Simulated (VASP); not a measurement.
**SiBi2Te5: single point with PBE**

The system is SiBi2Te5.

```
Si Bi Te
1.0
     7.36419    0.00000    0.00000
     0.00000    7.36419    0.00000
     0.00000    0.00000    6.94486
Si Bi Te
1 2 5
Direct
  0.00000 0.00000 0.03289
  0.50000 0.00000 0.90677
  0.00000 0.50000 0.90677
  0.24939 0.24939 0.13916
  0.75061 0.75061 0.13916
  0.75061 0.24939 0.13916
  0.24939 0.75061 0.13916
  0.00000 0.00000 0.67720
```

The cell was generated, and may not be a known phase.

```
Program                : VASP 6.6.1
Task                   : single point
Functional             : PBE
Potentials or basis    : VASP PAW PBE potentials, release 64 (Si, Bi_d, Te)
Cutoff                 : 520 eV
k mesh                 : 4 × 4 × 6
Occupations            : gaussian, width 0.1 eV
Spin                   : no spin polarisation
Dipole correction      : no
Further INCAR settings : ALGO = Normal; EDIFF = 1e-06; NBANDS = 42
```

| Quantity | Value |
| --- | --- |
| Pressure | 0.0 GPa |
| Largest force | 0.028 eV/Å |
| Band gap on the k mesh | zero (bands 32 and 33 overlap by 0.39 eV) |

Forces on the atoms (eV/Å):
```
Si   0.000  0.000  0.014
Bi   0.000  0.000 -0.009
Bi   0.000  0.000 -0.009
Te   0.006  0.006  0.008
Te  -0.006 -0.006  0.008
Te  -0.006  0.006  0.008
Te   0.006 -0.006  0.008
Te   0.000  0.000 -0.028
```

Levels at points of the mesh, in eV from the Fermi level:
| k point | band 28 | band 29 | band 30 | band 31 | band 32 | band 33 | band 34 | band 35 | band 36 | band 37 |
| --- | --- | --- | --- | --- | --- | --- | --- | --- | --- | --- |
| (0.00, 0.00, 0.00) | -1.07 | -0.94 | -0.94 | -0.76 | 0.31 | 0.34 | 0.43 | 1.42 | 1.42 | 1.50 |
| (0.50, 0.00, 0.00) | -1.55 | -1.12 | -1.00 | -0.79 | -0.08 | 0.17 | 0.62 | 1.34 | 1.51 | 1.57 |
| (0.50, 0.50, 0.00) | -1.82 | -1.61 | -1.61 | -0.86 | -0.86 | 1.09 | 1.62 | 1.64 | 1.77 | 1.77 |
| (0.00, 0.00, 0.50) | -1.12 | -0.84 | -0.64 | -0.64 | 0.31 | 0.34 | 0.44 | 1.62 | 1.62 | 1.99 |
| (0.50, 0.00, 0.50) | -1.76 | -1.14 | -1.02 | -0.29 | -0.15 | -0.08 | 0.82 | 1.53 | 1.63 | 1.71 |
| (0.50, 0.50, 0.50) | -2.12 | -1.57 | -1.57 | -0.64 | -0.64 | 0.68 | 1.49 | 1.77 | 1.86 | 1.86 |

Run time: 5.8 min on 1 thread of Intel(R) Xeon(R) Platinum 8488C (Sapphire Rapids), on a shared host, peak memory 0.6 GiB.

Caveat: spin-orbit coupling is left out, which moves the levels of the heavy elements; this functional lacks dispersion, which binds layers or chains, so the pressure and a relaxed spacing across them are unreliable.
